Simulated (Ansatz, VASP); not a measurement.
SrTiO3 in VASP and in Ansatz

```
Sr Ti O
1.0
    -3.89112    0.00000   -3.89112
     0.00000   -3.89112   -3.89112
    -3.89112   -3.89112    0.00000
Sr Ti O
2 2 6
Cartesian
  -0.0093 -0.0093 0.0000
  -3.8818 -3.8818 -3.8911
  -1.9456 -1.9456 -1.9456
  -5.8367 -5.8367 -5.8367
  -3.8911 -1.9456 -1.7334
  0.0000 -1.9456 -2.1577
  -1.9456 0.0000 -2.1577
  -1.9456 -3.8911 -1.7334
  -1.7334 -1.7334 -3.8911
  -6.0488 -6.0488 -7.7822
```

Change from the starting cell: mode 19 (426.9 1/cm) frozen in, largest displacement -0.300 Å.

Alike in both runs: task single point; functional PBEsol; k mesh 6 × 6 × 6; occupations gaussian, width 0.05 eV; no spin polarisation.

|  | VASP | Ansatz |
| --- | --- | --- |
| version | VASP 6.6.1 | Ansatz 0.2.0 |
| potentials or method | VASP PAW PBE potentials, release 64 (Sr_sv, Ti_sv, O), cutoff 520 eV | scalar-relativistic, plane waves, PAW |
| valence electrons in the cell | 80 | 80 |

Ansatz gave:

* gap on the k mesh at the Fermi level (eV): 1.61
* least direct gap on the mesh (eV): 1.61
* pressure (GPa): 1.8
* traceless stress, the component that is largest in VASP (GPa): -1.98
* rms of the force components (eV/Å): 1.259

Q: Estimate VASP's values.

A: gap on the k mesh at the Fermi level (eV): 1.58; least direct gap on the mesh (eV): 1.58; pressure (GPa): 2.6; traceless stress, the component that is largest in VASP (GPa): -1.92; rms of the force components (eV/Å): 1.264.

VASP's potentials were made for PBE, not for PBEsol. Atom by atom the forces differ by 0.017 eV/Å (rms over components).
